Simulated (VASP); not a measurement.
Runs of VASP 6.6.1 on WC. The structure is cubic, space group F-43m (No. 216). The conventional cell has a = 4.604 Å, b = 4.604 Å, c = 4.604 Å, α = 90.00°, β = 90.00°, γ = 90.00°. Within 2.6 Å of W (site symmetry -43m) lie 4 C at 1.99 Å. C (site symmetry -43m) has 4 W at 1.99 Å within 2.6 Å. 

```csv
level,spin,k mesh,share of exact exchange,screening parameter,gap on the mesh (eV),pressure (GPa)
PBEsol-based global hybrid with 25 % exact exchange,off,5 × 5 × 5,0.25,-,none,6.7
B3LYP,off,5 × 5 × 5,0.2,-,none,(a)
HSE06,"non-collinear, zero start, SOC",4 × 4 × 4,0.25,0.2079 1/Å,-,13.4
HSE06,off,5 × 5 × 5,0.25,0.2079 1/Å,none,11.7
```

Alike in all rows: task single point; potentials or basis VASP PAW PBE potentials, release 64 (W_sv, C); cell as given; cutoff (eV) 520; smearing fermi-dirac 0.05 eV.

**Question.** Fill in the values left out.

**Answer.** (a) 21.9.

Caveats: all runs use coarse meshes; the PAW data sets were made with another functional, which shifts forces and pressure a little; spin-orbit coupling is left out, which moves the levels of the heavy elements (at least some runs).

A k mesh can miss the band edges, and rows without SOC leave out spin-orbit coupling on W.

A gap of «none» marks levels without a gap at the run's occupations.
